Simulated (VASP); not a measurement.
# LiF (I4/mmm) in VASP: notebook, part 2 of 2

VASP 6.6.1.

## 4. Single point, PBE (strain +0.0500 x Voigt [0, 1, 0, 0, 0, 0])

INCAR reads:

```
SYSTEM = LiF
PREC = Accurate
ENCUT = 520
EDIFF = 1E-7
ISMEAR = 0
SIGMA = 0.05
LREAL = .False.
LASPH = .True.
NELM = 60
ALGO = Normal
ISIF = 2
LWAVE = .False.
LCHARG = .False.
GGA = PE
NBANDS = 12
```

KPOINTS reads:

```
regular mesh
0
Gamma
  10 10 10
  0 0 0
```

POSCAR reads:

```
LiF
1.0
    0.0000000000      2.1147000000      2.0140000000
    2.0140000000      0.0000000000      2.0140000000
    2.0140000000      2.1147000000      0.0000000000
Li F
1 1
Direct
    0.0000000000      0.0000000000      0.0000000000
    0.5000000000      0.5000000000      0.5000000000
```

Potentials or basis: VASP PAW PBE potentials, release 64 (Li_sv, F).

On the command line:

```
> cat potpaw_PBE.64/Li_sv/POTCAR potpaw_PBE.64/F/POTCAR > POTCAR
> mpirun -np 1 vasp_std > vasp.out
```

OUTCAR:

```text
SYSTEM = LiF
   PREC = Accurate
   ENCUT = 520
   EDIFF = 1E-7
   ISMEAR = 0
   LREAL = .False.
   LASPH = .True.
   NELM = 60
   ISIF = 2
   GGA = PE

 ion  position               nearest neighbor table
   1  0.000  0.000  0.000-   2 2.01   2 2.01   2 2.01   2 2.01   2 2.11   2 2.11
   2  0.500  0.500  0.500-   1 2.01   1 2.01   1 2.01   1 2.01   1 2.11   1 2.11

  LATTYP: Found a body centered tetragonal cell.
 ALAT       =     2.8482261146
 C/A-ratio  =     1.4849242405

  Lattice vectors:

 A1 = (   0.0000000000,  -2.1147000000,   2.0140000000)
 A2 = (   0.0000000000,  -2.1147000000,  -2.0140000000)
 A3 = (   2.0140000000,   2.1147000000,   0.0000000000)

Analysis of symmetry for initial positions (statically):
=====================================================================
 Subroutine PRICEL returns:
 Original cell was already a primitive cell.

 Routine SETGRP: Setting up the symmetry group for a
 body centered tetragonal supercell.

 Subroutine GETGRP returns: Found 16 space group operations
 (whereof 16 operations were pure point group operations)
 out of a pool of 16 trial point group operations.

The static configuration has the point symmetry D_4h.

Analysis of symmetry for dynamics (positions and initial velocities):
=====================================================================
 Subroutine PRICEL returns:
 Original cell was already a primitive cell.

 Routine SETGRP: Setting up the symmetry group for a
 body centered tetragonal supercell.

 Subroutine GETGRP returns: Found 16 space group operations
 (whereof 16 operations were pure point group operations)
 out of a pool of 16 trial point group operations.

The dynamic configuration has the point symmetry D_4h.

 Subroutine INISYM returns: Found 16 space group operations
 (whereof 16 operations are pure point group operations),
 and found     1 'primitive' translations

----------------------------------------------------------------------------------------

[... 116 lines left out ...]
   LORBIT       =      0    0 simple, 1 ext, 2 COOP (PROOUT), +10 PAW based schemes
   GGA     = PE    functional components
   LHFCALC =     F    Hartree Fock is set to
   AEXX    =    0.0000 exact exchange contribution
   IVDW    =     0    specifies the selected vdW correction
   LEPSILON=     F    determine dielectric tensor
   LRPA    =     F    only Hartree local field effects (RPA)
 non-spin polarized calculation
 Gauss-broadening in eV      SIGMA  =   0.05
  energy-cutoff  :      520.00
  volume of cell :       17.16
 maximum number of plane-waves:       477
 NGX is ok and might be reduce to    24
   NGX = 11   NGY = 11   NGZ = 11

 number of electron      10.0000003 magnetization

 Free energy of the ion-electron system (eV)
  ---------------------------------------------------
  ext. energy  EPLUGINS =         0.00000000
  ---------------------------------------------------
  free energy    TOTEN  =        -9.63516317 eV

  energy without entropy =       -9.63516317  energy(sigma->0) =       -9.63516317

 E-fermi :  -0.9416     XC(G=0):  -9.7433

 val. band max:       -1.2482047803   @ k =   0.0000   0.0000   0.0000
 cond. band min:       7.3517591511   @ k =   0.0000   0.0000   0.0000
 fundamental gap:      8.5999639314
 Fermi energy:        -0.9415843643

 k-point     1 :       0.0000    0.0000    0.0000
  band No.  band energies     occupation
      1     -42.3335      2.00000
      2     -21.1524      2.00000
      3      -1.3436      2.00000
      4      -1.3436      2.00000
      5      -1.2482      2.00000
      6       7.3518      0.00000
      7      21.3461      0.00000
      8      22.2975      0.00000
      9      22.3973      0.00000
     10      22.3973      0.00000
     11      22.7042      0.00000
     12      22.7042      0.00000
[... 331 lines left out ...]
 k-point    24 :       0.4000    0.3000   -0.0000
  band No.  band energies     occupation
      1     -42.2821      2.00000
      2     -20.6636      2.00000
      3      -3.4692      2.00000
      4      -2.2198      2.00000
      5      -1.9713      2.00000
      6      11.4682      0.00000
      7      15.0161      0.00000
      8      16.8547      0.00000
      9      18.0915      0.00000
     10      19.2208      0.00000
     11      31.5828      0.00000
     12      32.4465      0.00000

 [... further k-points ...]
[... 5 lines left out ...]
  --------------------------------------------------------------------------------------
  -------------------------------------------------------------------------------------
  Total       -0.0586106     -0.3305495     -0.0586106     -0.0000000      0.0000000      0.0000000
  in kB       -5.4737982    -30.8709115     -5.4737982     -0.0000000      0.0000000      0.0000000
  external PRESSURE =     -13.9395026 kB  Pullay stress =       0.0000000 kB

 VOLUME and BASIS-vectors are now :
 -----------------------------------------------------------------------------
  energy-cutoff  :      520.00
  volume of cell :       17.16
      direct lattice vectors                 reciprocal lattice vectors
     0.000000000  2.114700000  2.014000000    -0.248262165  0.236440157  0.248262165
     2.014000000  0.000000000  2.014000000     0.248262165 -0.236440157  0.248262165
     2.014000000  2.114700000  0.000000000     0.248262165  0.236440157 -0.248262165

 POSITION                                       TOTAL-FORCE (eV/Angst)
 -----------------------------------------------------------------------------------
      0.00000      0.00000      0.00000        -0.000000     -0.000000      0.000000
      2.01400      2.11470      2.01400         0.000000      0.000000     -0.000000
 -----------------------------------------------------------------------------------
    total drift:                               -0.000000     -0.000000      0.000000

  FREE ENERGIE OF THE ION-ELECTRON SYSTEM (eV)
  ---------------------------------------------------
  free  energy   TOTEN  =        -9.6351631727 eV

  energy  without entropy=       -9.6351631727  energy(sigma->0) =       -9.63516317
```

stdout:

```text
POSCAR found type information on POSCAR LiF
 POSCAR found :  2 types and       2 ions
 scaLAPACK will be used
 LDA part: xc-table for (Slater+PW92), standard interpolation
 POSCAR, INCAR and KPOINTS ok, starting setup
 FFT: planning ... GRIDC
 FFT: planning ... GRID_SOFT
 FFT: planning ... GRID
 WAVECAR not read
 entering main loop
```

Wall time 53 s (1 thread of AMD EPYC 7R13, shared host); peak memory 0.11 GiB.

What came out:

```
Free energy            : -9.6352 eV
Band gap on the k mesh : 8.60 eV, direct
```

Caveat: the cell differs from its parent crystal (strain +0.0500 x Voigt [0, 1, 0, 0, 0, 0]); the cutoff is under 1.25 times the usual one of these potentials, so pressure, stress and relaxed cells hold a basis-set (Pulay) error. A k mesh can miss the band edges.

## 5. Overview

```csv
cell,gap on the mesh (eV)
"a = 2.813, b = 2.848 Å, angles 59.6, 60.8, 59.6°, 2 atoms",9.30
"a = 2.884, b = 2.848 Å, angles 60.4, 59.2, 60.4°, 2 atoms",8.83
"a = 2.920, b = 2.848 Å, angles 60.8, 58.4, 60.8°, 2 atoms",8.60
```

Alike in all rows: task single point; level PBE; potentials or basis VASP PAW PBE potentials, release 64 (Li_sv, F); no spin polarisation; k mesh 10 × 10 × 10; cutoff (eV) 520; smearing gaussian 0.05 eV.

Caveats: the cutoff is under 1.25 times the usual one of these potentials, so pressure, stress and relaxed cells hold a basis-set (Pulay) error.

Absolute energies hang on the potentials; compare differences alone.
